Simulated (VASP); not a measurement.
# La (Im-3m) in VASP: notebook

La is run at these levels: LDA; tasks: single point.

All numbers are computed with VASP 6.6.1; they aren't measurements. Logs are shortened: lines on timing, memory, paths and dates and some standing lists are left out, and cuts for length are marked.

## 1. The cell of the first run

The structure is cubic, space group Im-3m (No. 229). Conventional cell: a = 4.248 Å, b = 4.248 Å, c = 4.248 Å, α = 90.00°, β = 90.00°, γ = 90.00°. La (site symmetry m-3m) has 14 La at 3.68 to 4.25 Å within 4.8 Å.

## 2. Single point, LDA

INCAR reads:

```
PREC = Accurate
ENCUT = 520
EDIFF = 1E-6
ISMEAR = 0
SIGMA = 0.25
LREAL = F
LASPH = T
NELM = 100
ALGO = Normal
ISIF = 2
LWAVE = F
LCHARG = F
NBANDS = 12
```

KPOINTS reads:

```
Automatic mesh
0
Gamma
  9 9 9
```

POSCAR reads:

```
La
1.0
   -2.1238310700      2.1238310700      2.1238310700
    2.1238310700     -2.1238310700      2.1238310700
    2.1238310700      2.1238310700     -2.1238310700
La
1
Direct
    0.0000000000      0.0000000000      0.0000000000
```

Potentials or basis: VASP PAW LDA potentials, release 64 (La).

Command:

```console
> cat potpaw_LDA.64/La/POTCAR > POTCAR
> mpirun -np 1 vasp_std > vasp.out
```

OUTCAR:

```text
PREC = Accurate
   ENCUT = 520
   EDIFF = 1E-6
   ISMEAR = 0
   LREAL = F
   LASPH = T
   NELM = 100
   ISIF = 2

 ion  position               nearest neighbor table
   1  0.000  0.000  0.000-

  LATTYP: Found a body centered cubic cell.
 ALAT       =     4.2476621400

  Lattice vectors:

 A1 = (  -2.1238310700,   2.1238310700,   2.1238310700)
 A2 = (   2.1238310700,  -2.1238310700,   2.1238310700)
 A3 = (   2.1238310700,   2.1238310700,  -2.1238310700)

Analysis of symmetry for initial positions (statically):
=====================================================================
 Subroutine PRICEL returns:
 Original cell was already a primitive cell.

 Routine SETGRP: Setting up the symmetry group for a
 body centered cubic supercell.

 Subroutine GETGRP returns: Found 48 space group operations
 (whereof 48 operations were pure point group operations)
 out of a pool of 48 trial point group operations.

The static configuration has the point symmetry O_h .

Analysis of symmetry for dynamics (positions and initial velocities):
=====================================================================
 Subroutine PRICEL returns:
 Original cell was already a primitive cell.

 Routine SETGRP: Setting up the symmetry group for a
 body centered cubic supercell.

 Subroutine GETGRP returns: Found 48 space group operations
 (whereof 48 operations were pure point group operations)
 out of a pool of 48 trial point group operations.

The dynamic configuration has the point symmetry O_h .

 Subroutine INISYM returns: Found 48 space group operations
 (whereof 48 operations are pure point group operations),
 and found     1 'primitive' translations

----------------------------------------------------------------------------------------

                                     Primitive cell

  volume of cell :      38.3195

  direct lattice vectors                    reciprocal lattice vectors
    -2.123831070  2.123831070  2.123831070     0.000000000  0.235423621  0.235423621
     2.123831070 -2.123831070  2.123831070     0.235423621  0.000000000  0.235423621
     2.123831070  2.123831070 -2.123831070     0.235423621  0.235423621  0.000000000

  length of vectors
     3.678583320  3.678583320  3.678583320     0.332939277  0.332939277  0.332939277

  position of ions in fractional coordinates (direct lattice)
     0.000000000  0.000000000  0.000000000

  ion indices of the primitive-cell ions
   primitive index   ion index
                 1           1

----------------------------------------------------------------------------------------

 KPOINTS: Automatic mesh

Automatic generation of k-mesh.
 Grid dimensions read from file:
 generate k-points for:    9    9    9

 Generating k-lattice:

  Cartesian coordinates                     Fractional coordinates (reciprocal lattice)
     0.000000000  0.026158180  0.026158180     0.111111111  0.000000000  0.000000000
     0.026158180  0.000000000  0.026158180     0.000000000  0.111111111  0.000000000
     0.026158180  0.026158180  0.000000000     0.000000000  0.000000000  0.111111111

  Length of vectors
     0.036993253  0.036993253  0.036993253

  Shift w.r.t. Gamma in fractional coordinates (k-lattice)
     0.000000000  0.000000000  0.000000000

 Subroutine IBZKPT returns following result:
 ===========================================

 Found     35 irreducible k-points:

 Following reciprocal coordinates:
            Coordinates               Weight
  0.000000  0.000000  0.000000      1.000000
  0.111111  0.000000  0.000000     12.000000
  0.222222  0.000000  0.000000     12.000000
  0.333333  0.000000  0.000000     12.000000
  0.444444  0.000000  0.000000     12.000000
  0.111111  0.111111  0.000000     24.000000
[... 16 lines left out ...]
 -0.333333  0.444444  0.111111     48.000000
 -0.444444 -0.444444  0.111111     24.000000
 [... further k-points ...]
   k-points           NKPTS =     35   k-points in BZ     NKDIM =     35   number of bands    NBANDS=     12
   number of dos      NEDOS =    301   number of ions     NIONS =      1
   total plane-waves  NPLWV =  21952
   dimension x,y,z NGX =    28 NGY =   28 NGZ =   28
   dimension x,y,z NGXF=    56 NGYF=   56 NGZF=   56
   ions per type =               1
   NGX,Y,Z   is equivalent  to a cutoff of  12.65, 12.65, 12.65 a.u.
   NGXF,Y,Z  is equivalent  to a cutoff of  25.31, 25.31, 25.31 a.u.
 SYSTEM =  unknown system
   PREC   = accura    normal or accurate (medium, high low for compatibility)
   ISTART =      0    job   : 0-new  1-cont  2-samecut
   ICHARG =      2    charge: 1-file 2-atom 10-const
   ISPIN  =      1    spin polarized calculation?
   LNONCOLLINEAR =      F non collinear calculations
   LSORBIT =      F    spin-orbit coupling
   LASPH  =      T    aspherical Exc in radial PAW
   ENCUT  =  520.0 eV  38.22 Ry    6.18 a.u.   6.84  6.84  6.84*2*pi/ulx,y,z
   NELM   =    100;   NELMIN=  2; NELMDL= -5     # of ELM steps
   EDIFF  = 0.1E-05   stopping-criterion for ELM
   LREAL  =      F    real-space projection
   EDIFFG = 0.1E-04   stopping-criterion for IOM
   NSW    =      0    number of steps for IOM
   IBRION =     -1    ionic relax: 0-MD 1-quasi-New 2-CG
   NFREE  =      0    steps in history (QN), initial steepest desc. (CG)
   ISIF   =      2    stress and relaxation
   ISYM   =      2    0-nonsym 1-usesym 2-fastsym
   POTIM  = 0.5000    time-step for ionic-motion
   TEBEG  =    0.0;   TEEND  =   0.0 temperature during run
   PSTRESS=    0.0 pullay stress
   NELECT =      11.0000    total number of electrons
   NUPDOWN=      -1.0000    fix difference up-down
   EMIN   =  10.00;   EMAX   =-10.00  energy-range for DOS
   EFERMI =   0.00;   METHOD = LEGACY
   ISMEAR =     0;   SIGMA  =   0.25  broadening in eV -4-tet -1-fermi 0-gaus
   EFERMI_NEDOS =   21; number of points for ismear=-14 and -15
   IALGO  =     38    algorithm
   IMIX   =      4    mixing-type and parameters
     AMIX     =   0.40;   BMIX     =  1.00
     AMIX_MAG =   1.60;   BMIX_MAG =  1.00
  volume/ion in A,a.u.               =      38.32       258.59
  Fermi-wavevector in a.u.,A,eV,Ry     =   1.079939  2.040788 15.868033  1.166268
  Thomas-Fermi vector in A             =   2.215917
   LORBIT       =      0    0 simple, 1 ext, 2 COOP (PROOUT), +10 PAW based schemes
   GGA     = CA    functional components
   LHFCALC =     F    Hartree Fock is set to
   AEXX    =    0.0000 exact exchange contribution
   IVDW    =     0    specifies the selected vdW correction
   LEPSILON=     F    determine dielectric tensor
   LRPA    =     F    only Hartree local field effects (RPA)
 non-spin polarized calculation
 Gauss-broadening in eV      SIGMA  =   0.25
  energy-cutoff  :      520.00
  volume of cell :       38.32
 maximum number of plane-waves:      1055
   NGX = 13   NGY = 13   NGZ = 13

 number of electron      10.9999999 magnetization

 Free energy of the ion-electron system (eV)
  ---------------------------------------------------
  ext. energy  EPLUGINS =         0.00000000
  ---------------------------------------------------
  free energy    TOTEN  =        -5.41499271 eV

  energy without entropy =       -5.33102475  energy(sigma->0) =       -5.37300873

 E-fermi :   7.3648     XC(G=0):  -9.6387

 val. band max:        7.3213016744   @ k =   0.3333   0.1111   0.0000
 cond. band min:       7.3691868518   @ k =   0.3333   0.2222  -0.0000
 fundamental gap:      0.0478851774
 Fermi energy:         7.3648096463

 k-point     1 :       0.0000    0.0000    0.0000
  band No.  band energies     occupation
      1     -25.4492      2.00000
      2      -8.4832      2.00000
      3      -8.4832      2.00000
      4      -8.4832      2.00000
      5       4.1433      2.00000
      6       8.6633      0.00000
      7       8.6633      0.00000
      8       8.6633      0.00000
      9       8.7880      0.00000
     10       8.7880      0.00000
     11       8.7881      0.00000
     12       9.3242      0.00000

 k-point     2 :       0.1111    0.0000    0.0000
  band No.  band energies     occupation
      1     -25.4278      2.00000
      2      -8.6515      2.00000
      3      -8.5328      2.00000
      4      -8.4851      2.00000
      5       4.5104      2.00000
      6       8.2890      0.00000
      7       8.3067      0.00000
      8       8.6558      0.00000
      9       8.8457      0.00000
     10       8.9942      0.00000
     11       8.9954      0.00000
     12       9.2963      0.00000

 k-point     3 :       0.2222    0.0000    0.0000
  band No.  band energies     occupation
      1     -25.3730      2.00000
      2      -9.0523      2.00000
      3      -8.6553      2.00000
      4      -8.4901      2.00000
      5       5.3286      2.00000
      6       7.8322      0.00819
      7       7.9174      0.00177
      8       8.6469      0.00000
      9       8.9069      0.00000
     10       9.0399      0.00000
     11       9.1282      0.00000
     12       9.2544      0.00000
[... 286 lines left out ...]
 k-point    23 :      -0.3333    0.4444    0.1111
  band No.  band energies     occupation
      1     -25.2493      2.00000
      2      -9.5412      2.00000
      3      -9.0257      2.00000
      4      -8.6911      2.00000
      5       6.4260      2.00000
      6       7.3133      1.22906
      7       8.0373      0.00014
      8       8.6306      0.00000
      9       8.8769      0.00000
     10       9.0443      0.00000
     11       9.2261      0.00000
     12       9.2890      0.00000

 k-point    24 :      -0.4444   -0.4444    0.1111
  band No.  band energies     occupation
      1     -25.2296      2.00000
      2      -9.6328      2.00000
      3      -9.0899      2.00000
      4      -8.6905      2.00000
      5       6.3001      2.00000
      6       7.5692      0.24750
      7       7.9121      0.00196
      8       8.5463      0.00000
      9       8.9272      0.00000
     10       9.1088      0.00000
     11       9.2584      0.00000
     12       9.3003      0.00000

 [... further k-points ...]
[... 5 lines left out ...]
  --------------------------------------------------------------------------------------
  -------------------------------------------------------------------------------------
  Total       -0.8891424     -0.8891424     -0.8891424      0.0000000      0.0000000     -0.0000000
  in kB      -37.1759454    -37.1759454    -37.1759454      0.0000000      0.0000000     -0.0000000
  external PRESSURE =     -37.1759454 kB  Pullay stress =       0.0000000 kB

 VOLUME and BASIS-vectors are now :
 -----------------------------------------------------------------------------
  energy-cutoff  :      520.00
  volume of cell :       38.32
      direct lattice vectors                 reciprocal lattice vectors
    -2.123831070  2.123831070  2.123831070     0.000000000  0.235423621  0.235423621
     2.123831070 -2.123831070  2.123831070     0.235423621  0.000000000  0.235423621
     2.123831070  2.123831070 -2.123831070     0.235423621  0.235423621  0.000000000

 POSITION                                       TOTAL-FORCE (eV/Angst)
 -----------------------------------------------------------------------------------
      0.00000      0.00000      0.00000         0.000000      0.000000      0.000000
 -----------------------------------------------------------------------------------
    total drift:                               -0.000000      0.000000      0.000000

  FREE ENERGIE OF THE ION-ELECTRON SYSTEM (eV)
  ---------------------------------------------------
  free  energy   TOTEN  =        -5.4149927146 eV

  energy  without entropy=       -5.3310247531  energy(sigma->0) =       -5.37300873
```

It took 9.5 s on 1 thread of Intel Xeon Platinum 8488C (Sapphire Rapids), shared host; peak memory 0.16 GiB.

What came out:

* Free energy: -5.4150 eV
* Pressure: -3.7 GPa

Caveat: spin-orbit coupling is left out, which moves the levels of the heavy elements.

## 3. Single point, LDA

INCAR reads:

```
ALGO = Normal
EDIFF = 1E-7
ENCUT = 520
GGA = CA
ISIF = 2
ISMEAR = 0
LASPH = T
LCHARG = F
LREAL = F
LWAVE = F
NBANDS = 12
NELM = 100
PREC = Accurate
SIGMA = 0.15
```

KPOINTS reads:

```
k-points
0
Gamma
  9 9 9
```

POSCAR is that of step 2.

Potentials or basis: VASP PAW LDA potentials, release 64 (La).

Command:

```console
> cat potpaw_LDA.64/La/POTCAR > POTCAR
> mpirun -np 1 vasp_std > vasp.out
```

It took 9.6 s on 1 thread of Intel Xeon Platinum 8488C (Sapphire Rapids), shared host; peak memory 0.16 GiB.

The run converged. Its results:

* Free energy: -5.3859 eV
* Pressure: -3.8 GPa

Levels at points of the mesh, in eV from the Fermi level:
| k point | band 2 | band 3 | band 4 | band 5 | band 6 | band 7 | band 8 | band 9 |
| --- | --- | --- | --- | --- | --- | --- | --- | --- |
| (0.00, 0.00, 0.00) | -15.85 | -15.85 | -15.85 | -3.22 | 1.29 | 1.29 | 1.29 | 1.42 |

Caveat: spin-orbit coupling is left out, which moves the levels of the heavy elements.
